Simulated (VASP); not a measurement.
# Al (P6/mmm) in VASP: a series of runs, part 2 of 2

VASP 6.6.1. Earlier steps stand in the parts before.

**3. Single point, PBE**

This run uses another cell than the first one: it holds 1 atom, not 8.

INCAR

```
SYSTEM = Al
PREC = Accurate
ENCUT = 520
EDIFF = 1E-6
ISMEAR = 0
SIGMA = 0.1
LREAL = .FALSE.
LASPH = .TRUE.
NELM = 100
ALGO = Normal
ISIF = 2
LWAVE = .FALSE.
LCHARG = .FALSE.
GGA = PE
NBANDS = 8
```

KPOINTS

```
regular mesh
0
G
  24 24 20
  0 0 0
```

POSCAR

```
Al
1.0
    2.7808959788      0.0000000000      0.0000000000
   -1.3904479894      2.4083265629      0.0000000000
    0.0000000000      0.0000000000      2.8027454697
Al
1
Direct
    0.0000000000      0.0000000000      0.0000000000
```

Potentials or basis: VASP PAW PBE potentials, release 64 (Al).

Run with:

```
cat potpaw_PBE.64/Al/POTCAR > POTCAR
mpirun -np 1 vasp_std > vasp.out
```

OUTCAR:

```text
SYSTEM = Al
   PREC = Accurate
   ENCUT = 520
   EDIFF = 1E-6
   ISMEAR = 0
   LREAL = .FALSE.
   LASPH = .TRUE.
   NELM = 100
   ISIF = 2
   GGA = PE

 ion  position               nearest neighbor table
   1  0.000  0.000  0.000-

  LATTYP: Found a hexagonal cell.
 ALAT       =     2.7808959788
 C/A-ratio  =     1.0078569968

  Lattice vectors:

 A1 = (   2.7808959788,   0.0000000000,   0.0000000000)
 A2 = (  -1.3904479894,   2.4083265629,   0.0000000000)
 A3 = (   0.0000000000,   0.0000000000,   2.8027454697)

Analysis of symmetry for initial positions (statically):
=====================================================================
 Subroutine PRICEL returns:
 Original cell was already a primitive cell.

 Routine SETGRP: Setting up the symmetry group for a
 hexagonal supercell.

 Subroutine GETGRP returns: Found 24 space group operations
 (whereof 24 operations were pure point group operations)
 out of a pool of 24 trial point group operations.

The static configuration has the point symmetry D_6h.

Analysis of symmetry for dynamics (positions and initial velocities):
=====================================================================
 Subroutine PRICEL returns:
 Original cell was already a primitive cell.

 Routine SETGRP: Setting up the symmetry group for a
 hexagonal supercell.

 Subroutine GETGRP returns: Found 24 space group operations
 (whereof 24 operations were pure point group operations)
 out of a pool of 24 trial point group operations.

The dynamic configuration has the point symmetry D_6h.

 Subroutine INISYM returns: Found 24 space group operations
 (whereof 24 operations are pure point group operations),
 and found     1 'primitive' translations

----------------------------------------------------------------------------------------

                                     Primitive cell

[... 103 lines left out ...]
   ISMEAR =     0;   SIGMA  =   0.10  broadening in eV -4-tet -1-fermi 0-gaus
   EFERMI_NEDOS =   21; number of points for ismear=-14 and -15
   IALGO  =     38    algorithm
   IMIX   =      4    mixing-type and parameters
     AMIX     =   0.40;   BMIX     =  1.00
     AMIX_MAG =   1.60;   BMIX_MAG =  1.00
  volume/ion in A,a.u.               =      18.77       126.67
  Fermi-wavevector in a.u.,A,eV,Ry     =   0.888425  1.678879 10.739059  0.789299
  Thomas-Fermi vector in A             =   2.009853
   LORBIT       =      0    0 simple, 1 ext, 2 COOP (PROOUT), +10 PAW based schemes
   GGA     = PE    functional components
   LHFCALC =     F    Hartree Fock is set to
   AEXX    =    0.0000 exact exchange contribution
   IVDW    =     0    specifies the selected vdW correction
   LEPSILON=     F    determine dielectric tensor
   LRPA    =     F    only Hartree local field effects (RPA)
 non-spin polarized calculation
 Gauss-broadening in eV      SIGMA  =   0.10
  energy-cutoff  :      520.00
  volume of cell :       18.77
 maximum number of plane-waves:       527
 NGX is ok and might be reduce to    24

 number of electron       3.0000000 magnetization

 Free energy of the ion-electron system (eV)
  ---------------------------------------------------
  ext. energy  EPLUGINS =         0.00000000
  ---------------------------------------------------
  free energy    TOTEN  =        -3.53012971 eV

  energy without entropy =       -3.52813855  energy(sigma->0) =       -3.52913413

 E-fermi :   6.4725     XC(G=0):  -9.6937

 val. band max:        6.4705481308   @ k =   0.2917   0.1667   0.0000
 cond. band min:       6.4735949323   @ k =   0.2917   0.0417   0.3500
 fundamental gap:      0.0030468015
 Fermi energy:         6.4725238396

 k-point     1 :       0.0000    0.0000    0.0000
  band No.  band energies     occupation
      1      -3.6472      2.00000
      2      13.8260      0.00000
      3      13.9630      0.00000
      4      19.4251      0.00000
      5      19.4251      0.00000
      6      19.5088      0.00000
      7      19.5088      0.00000
      8      23.2257      0.00000
[... 243 lines left out ...]
 k-point    24 :       0.4583    0.0417    0.0000
  band No.  band energies     occupation
      1       2.1207      2.00000
      2       3.1401      2.00000
      3      12.8443      0.00000
      4      15.5052      0.00000
      5      18.9467      0.00000
      6      19.9747      0.00000
      7      22.1942      0.00000
      8      23.3269      0.00000

 [... further k-points ...]
[... 5 lines left out ...]
  --------------------------------------------------------------------------------------
  -------------------------------------------------------------------------------------
  Total       -0.0021123     -0.0021123     -0.0037507      0.0000000      0.0000000      0.0000000
  in kB       -0.1802912     -0.1802912     -0.3201359      0.0000000      0.0000000      0.0000000
  external PRESSURE =      -0.2269061 kB  Pullay stress =       0.0000000 kB

 VOLUME and BASIS-vectors are now :
 -----------------------------------------------------------------------------
  energy-cutoff  :      520.00
  volume of cell :       18.77
      direct lattice vectors                 reciprocal lattice vectors
     2.780895979  0.000000000  0.000000000     0.359596334  0.207613040  0.000000000
    -1.390447989  2.408326563  0.000000000     0.000000000  0.415226081  0.000000000
     0.000000000  0.000000000  2.802745470     0.000000000  0.000000000  0.356793013

 POSITION                                       TOTAL-FORCE (eV/Angst)
 -----------------------------------------------------------------------------------
      0.00000      0.00000      0.00000         0.000000      0.000000      0.000000
 -----------------------------------------------------------------------------------
    total drift:                                0.000000     -0.000000      0.000000

  FREE ENERGIE OF THE ION-ELECTRON SYSTEM (eV)
  ---------------------------------------------------
  free  energy   TOTEN  =        -3.5301297122 eV

  energy  without entropy=       -3.5281385546  energy(sigma->0) =       -3.52913413
```

stdout:

```text
POSCAR found type information on POSCAR Al
 POSCAR found :  1 types and       1 ions
 scaLAPACK will be used
 LDA part: xc-table for (Slater+PW92), standard interpolation
 POSCAR, INCAR and KPOINTS ok, starting setup
 FFT: planning ... GRIDC
 FFT: planning ... GRID_SOFT
 FFT: planning ... GRID
 WAVECAR not read
 entering main loop
```

Run time: 44 s. Hardware: 1 thread of Intel Xeon Platinum 8259CL at 2.50GHz (Skylake/Cascade Lake), shared host; peak memory 0.2 GiB.

What came out:

| Quantity | Value |
| --- | --- |
| Free energy | -3.5301 eV |
| Pressure | 0.0 GPa |

Levels at points of the mesh, in eV from the Fermi level:
```tsv
k point	band 1	band 2	band 3	band 4	band 5	band 6	band 7
(0.00, 0.00, 0.00)	-10.12	7.35	7.49	12.95	12.95	13.04	13.04
(0.50, 0.00, 0.00)	-3.92	-3.85	7.62	7.76	12.71	13.19	15.92
(0.00, 0.00, 0.50)	-6.28	-4.63	15.06	15.06	16.20	16.20	17.13
(0.50, 0.00, 0.50)	-0.85	0.57	0.66	2.37	10.67	12.92	13.13
```

**4. Relaxation of cell and atoms, PBE**

This run uses another cell than the first one: it holds 1 atom, not 8.

INCAR

```
  PREC = Accurate
  ENCUT = 600
  EDIFF = 1E-6
  ISMEAR = 0
  SIGMA = 0.1
  LREAL = F
  LASPH = T
  NELM = 60
  ALGO = Normal
  ISIF = 3
  LWAVE = F
  LCHARG = F
  GGA = PE
  IBRION = 2
  NSW = 100
  EDIFFG = -0.01
```

KPOINTS

```
Automatic mesh
0
Gamma
  24 24 20
```

POSCAR

```
Al
1.0
    2.7618439198      0.0000000000      0.0000000000
   -1.3809219599      2.3918269958      0.0000000000
    0.0000000000      0.0000000000      2.8419271846
Al
1
Direct
    0.0000000000      0.0000000000      0.0000000000
```

Potentials or basis: VASP PAW PBE potentials, release 64 (Al).

Run with:

```
cat potpaw_PBE.64/Al/POTCAR > POTCAR
mpirun -np 1 vasp_std > vasp.out
```

OUTCAR:

```text
PREC = Accurate
   ENCUT = 600
   EDIFF = 1E-6
   ISMEAR = 0
   LREAL = F
   LASPH = T
   NELM = 60
   ISIF = 3
   GGA = PE
   IBRION = 2
   NSW = 100
   EDIFFG = -0.01

 ion  position               nearest neighbor table
   1  0.000  0.000  0.000-

  LATTYP: Found a hexagonal cell.
 ALAT       =     2.7618439198
 C/A-ratio  =     1.0289963036

  Lattice vectors:

 A1 = (   2.7618439198,   0.0000000000,   0.0000000000)
 A2 = (  -1.3809219599,   2.3918269958,   0.0000000000)
 A3 = (   0.0000000000,   0.0000000000,   2.8419271846)

Analysis of symmetry for initial positions (statically):
=====================================================================
 Subroutine PRICEL returns:
 Original cell was already a primitive cell.

[... 383 lines left out ...]
  ext. energy  EPLUGINS =         0.00000000
  ---------------------------------------------------
  free energy    TOTEN  =        -3.53017527 eV

  energy without entropy =       -3.52818530  energy(sigma->0) =       -3.52918029

 E-fermi :   6.4785     XC(G=0):  -9.6963

 val. band max:        6.4783581892   @ k =   0.3333   0.0833   0.4000
 cond. band min:       6.4835887482   @ k =   0.2917   0.0417   0.3500
 fundamental gap:      0.0052305590
 Fermi energy:         6.4784842311

 k-point     1 :       0.0000    0.0000    0.0000
  band No.  band energies     occupation
      1      -3.6448      2.00000
      2      13.8426      0.00000
      3      13.9905      0.00000
      4      19.4282      0.00000
      5      19.4282      0.00000
[... 177 lines left out ...]
 k-point    24 :       0.4583    0.0417    0.0000
  band No.  band energies     occupation
      1       2.1230      2.00000
      2       3.1423      2.00000
      3      12.8470      0.00000
      4      15.5087      0.00000
      5      18.9735      0.00000

 [... further k-points ...]
[... 5 lines left out ...]
  --------------------------------------------------------------------------------------
  -------------------------------------------------------------------------------------
  Total       -0.0010474     -0.0010474      0.0092320      0.0000000     -0.0000000      0.0000000
  in kB       -0.0894619     -0.0894619      0.7885220      0.0000000     -0.0000000      0.0000000
  external PRESSURE =       0.2031994 kB  Pullay stress =       0.0000000 kB
[... 16 lines left out ...]
  FREE ENERGIE OF THE ION-ELECTRON SYSTEM (eV)
  ---------------------------------------------------
  free  energy   TOTEN  =        -3.5301752721 eV

  energy  without entropy=       -3.5281853021  energy(sigma->0) =       -3.52918029

 reached required accuracy - stopping structural energy minimisation
```

OSZICAR:

```text
N       E                     dE             d eps       ncg     rms          rms(c)
DAV:   1    -0.112717651567E+01   -0.11272E+01   -0.91731E+02  6815   0.373E+02
DAV:   2    -0.352303336415E+01   -0.23959E+01   -0.21715E+01  8625   0.314E+01
DAV:   3    -0.354667017853E+01   -0.23637E-01   -0.23427E-01  9130   0.374E+00
[... 35 lines left out ...]
       N       E                     dE             d eps       ncg     rms          rms(c)
DAV:   1    -0.353018447260E+01   -0.44092E-04   -0.80060E-04  8825   0.171E-01    0.212E-02
DAV:   2    -0.353017856709E+01    0.59055E-05   -0.10394E-05  7635   0.266E-02    0.858E-03
DAV:   3    -0.353017527459E+01    0.32925E-05   -0.44338E-06  7900   0.107E-02    0.289E-03
DAV:   4    -0.353017527208E+01    0.25144E-08   -0.15034E-07  3375   0.283E-03
   7 F= -.35301753E+01 E0= -.35291803E+01  d E =-.356626E-04
```

CONTCAR:

```text
Al
   1.00000000000000
     2.7809103297844646    0.0000000000000000   -0.0000000000000000
    -1.3904551648922323    2.4083389912048050   -0.0000000000000000
     0.0000000000000000   -0.0000000000000000    2.8008242665691059
  Al
     1
Direct
     1.0000000000000000    1.0000000000000000    0.0000000000000000

  0.00000000E+00  0.00000000E+00  0.00000000E+00
```

Wall time 76 s (1 thread of Intel Xeon Platinum 8259CL at 2.50GHz (Skylake/Cascade Lake), shared host); peak memory 0.2 GiB.

What came out:

| Property | Result |
| --- | --- |
| Free energy | -3.5302 eV |
| Relaxed volume | 18.76 Å³/atom |
| Relaxed cell | a = 2.781 Å, b = 2.781 Å, c = 2.801 Å, α = 90.00°, β = 90.00°, γ = 120.00° |
| Space group after relaxing (to 0.05 Å) | P6/mmm (No. 191) |
| Energy gained by relaxing | 2.4 meV/atom |
| Ionic steps | 7 |
| Pressure after relaxing | 0.0 GPa |

Stress tensor (GPa, compression positive):
```
-0.01  0.00  0.00
 0.00 -0.01  0.00
 0.00  0.00  0.08
```

The path:
```
step  energy change (eV)  largest force (eV/Å)  pressure (GPa)  volume (Å³)
   1              0.0000                0.0000            0.13        18.77
   2             -0.0022                0.0000           -0.14        18.81
   3             -0.0023                0.0000           -0.19        18.82
   4             -0.0024                0.0000           -0.20        18.82
   5             -0.0023                0.0000           -0.21        18.83
   6             -0.0023                0.0000           -0.20        18.82
   7             -0.0024                0.0000            0.02        18.76
```

Final structure:
```
CELL_PARAMETERS angstrom
2.78091 0.00000 0.00000
-1.39046 2.40834 0.00000
0.00000 0.00000 2.80082
ATOMIC_POSITIONS crystal
Al 0.00000 0.00000 0.00000
```

**5. Overview**

| task | cell | k mesh | cutoff (eV) | gap on the mesh (eV) | pressure (GPa) |
| --- | --- | --- | --- | --- | --- |
| single point | a = 5.562, b = 5.562, c = 5.605 Å, angles 90.0, 90.0, 120.0°, 8 atoms | 6 × 6 × 4 | 520 | none | 0.1 |
| single point | a = 2.781, b = 2.781, c = 2.803 Å, angles 90.0, 90.0, 120.0°, 1 atom | 24 × 24 × 20 | 520 | none | 0.0 |
| relaxation of cell and atoms | relaxed from a = 2.762, b = 2.762, c = 2.842 Å, angles 90.0, 90.0, 120.0°, 1 atom | 24 × 24 × 20 | 600 | none | 0.0 |

Alike in all rows: level PBE; potentials or basis VASP PAW PBE potentials, release 64 (Al); no spin polarisation; smearing gaussian 0.1 eV.

Absolute energies hang on the potentials; compare differences alone.
